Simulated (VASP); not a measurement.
A run of VASP 6.6.1:

File INCAR:

```
PREC = Accurate ; ENCUT = 520
EDIFF = 1E-6 ; ISMEAR = 0
SIGMA = 0.05 ; LREAL = F
LASPH = T ; NELM = 100
ALGO = Normal ; ISIF = 2
LWAVE = F ; LCHARG = T
GGA = PE ; LELF = T
LVHAR = T ; NBANDS = 16
```

Contents of KPOINTS:

```
Automatic mesh
0
Gamma
  12 12 12
```

The input POSCAR:

```
MnS
1.0
    0.0000000000      2.3615296022      2.3615296022
    2.3615296022      0.0000000000      2.3615296022
    2.3615296022      2.3615296022      0.0000000000
Mn S
1 1
Direct
    0.0000000000      0.0000000000      0.0000000000
    0.5000000000      0.5000000000      0.5000000000
```

Potentials or basis: VASP PAW PBE potentials, release 64 (Mn_pv, S).

Launch:

```console
$ cat potpaw_PBE.64/Mn_pv/POTCAR potpaw_PBE.64/S/POTCAR > POTCAR
$ mpirun -np 1 vasp_std > vasp.out
```

Hardware: 1 thread of AMD EPYC 9R45 (Zen 5), on a shared host.

How long does it take, and how much memory?

Run time: 21 s on 1 thread of AMD EPYC 9R45 (Zen 5) (shared host), peak memory 0.14 GiB. Counts: scf iterations 13, k points 72.
